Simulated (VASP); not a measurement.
The system is GaSb.

```
CELL_PARAMETERS angstrom
0.00000 3.05900 3.05900
3.05900 0.00000 3.05900
3.05900 3.05900 0.00000
ATOMIC_POSITIONS crystal
Ga 0.00000 0.00000 0.00000
Sb 0.75000 0.75000 0.75000
```

Base run:

* Program: VASP 6.6.1
* Functional: r2SCAN
* Potentials or basis: VASP PAW PBE potentials, release 64 (Ga_d, Sb)
* Cutoff: 520 eV
* k mesh: 6 × 6 × 6
* Occupations: gaussian, width 0.05 eV
* Spin: no spin polarisation

Its results: band gap on the k mesh 0.45 eV, direct; pressure 0.5 GPa.

Problem. After a change of settings the same cell gave: band gap on the k mesh 0.04 eV, direct; pressure 2.4 GPa. Which change was it?
A. functional from r2SCAN to revPBE; cutoff from 520 eV to 500 eV; dispersion from none to D4
B. functional from r2SCAN to PBE; cutoff from 520 eV to 500 eV; k mesh from 6 × 6 × 6 to 9 × 9 × 9
C. further incar settings from ALGO = Normal; EDIFF = 1e-06; NBANDS = 16 to ALGO = Normal; EDIFF = 1e-07; NBANDS = 16; dispersion from none to D4
D. functional from r2SCAN to PBE; cutoff from 520 eV to 500 eV; dispersion from none to D3(BJ)

Solution. B.

Caveats: spin-orbit coupling is left out, which moves the levels of the heavy elements; the PAW data sets were made with another functional, which shifts forces and pressure a little (some runs).
